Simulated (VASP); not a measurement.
Ta3N:

```xyz
4
Lattice="2.9912 0.0000 0.0000 -1.4956 2.5905 0.0000 0.0000 0.0000 7.4224" Properties=species:S:1:pos:R:3 pbc="T T T"
Ta    1.4956    0.8635    6.1315
Ta    0.0000    1.7270    1.2910
Ta    0.0000    0.0000    3.7112
N     0.0000    0.0000    0.0000
```

Base run:

| Item | Value |
| --- | --- |
| Program | VASP 6.6.1 |
| Functional | r2SCAN |
| Potentials or basis | VASP PAW PBE potentials, release 64 (Ta_pv, N) |
| Cutoff | 520 eV |
| k mesh | 10 × 10 × 4 |
| Occupations | fermi-dirac, width 0.05 eV |
| Spin | no spin polarisation |

Its results: band gap on the k mesh zero (band 19 reaches 7.35 eV, above the bottom of band 20 at 6.67 eV); pressure 8.0 GPa; largest force 0.265 eV/Å.

Q: After a change of settings the same cell gave: band gap on the k mesh zero (band 19 reaches 7.47 eV, above the bottom of band 20 at 6.77 eV); pressure 10.5 GPa; largest force 0.188 eV/Å. Which change was it?
A. functional from r2SCAN to PBE
B. functional from r2SCAN to PBEsol
C. functional from r2SCAN to LDA; potentials or basis from VASP PAW PBE potentials, release 64 (Ta_pv, N) to VASP PAW LDA potentials, release 64 (Ta_pv, N)

A: A.

Caveats: spin-orbit coupling is left out, which moves the levels of the heavy elements; the PAW data sets were made with another functional, which shifts forces and pressure a little (some runs).
